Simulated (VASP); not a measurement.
Write the native input for VASP 6.6.1 that does the following.

```yaml
Task: single point
Functional: RPBE
Potentials_or_basis: VASP PAW PBE potentials, release 64 (In_d)
Cutoff: 520 eV
k_mesh: 12 × 12 × 7
Occupations: fermi-dirac, width 0.1 eV
Spin: no spin polarisation
Dipole_correction: no
Further_INCAR_settings: ALGO = Normal; EDIFF = 1e-06; NBANDS = 20
```

The structure of In lies in POSCAR:

```
In
1.0
    3.4573261821      0.0000000000      0.0000000000
   -1.7286630910      2.9941323029      0.0000000000
    0.0000000000      0.0000000000      5.6111385739
In
2
Direct
    0.3333333333      0.6666666667      0.2500000000
    0.6666666667      0.3333333333      0.7500000000
```

One way to write it, as run:

INCAR

```
PREC = Accurate
ENCUT = 520
EDIFF = 1E-6
ISMEAR = -1
SIGMA = 0.1
LREAL = False
LASPH = True
NELM = 80
ALGO = Normal
ISIF = 2
LWAVE = False
LCHARG = False
GGA = RP
NBANDS = 20
```

KPOINTS

```
Automatic mesh
0
Gamma
  12 12 7
```

Potentials or basis: VASP PAW PBE potentials, release 64 (In_d).

Run with:

```console
$ cat potpaw_PBE.64/In_d/POTCAR > POTCAR
$ mpirun -np 1 vasp_std > vasp.out
```

Results of the run:

The pressure is -0.1 GPa. The band gap on the k mesh is zero (band 13 reaches 9.04 eV, above the bottom of band 14 at 4.54 eV).

Caveat: the PAW data sets were made with another functional, which shifts forces and pressure a little; spin-orbit coupling is left out, which moves the levels of the heavy elements.

Run time: 27 s on 1 thread of Intel(R) Xeon(R) 6975P-C (Granite Rapids), with other jobs on the host, peak memory 0.21 GiB.
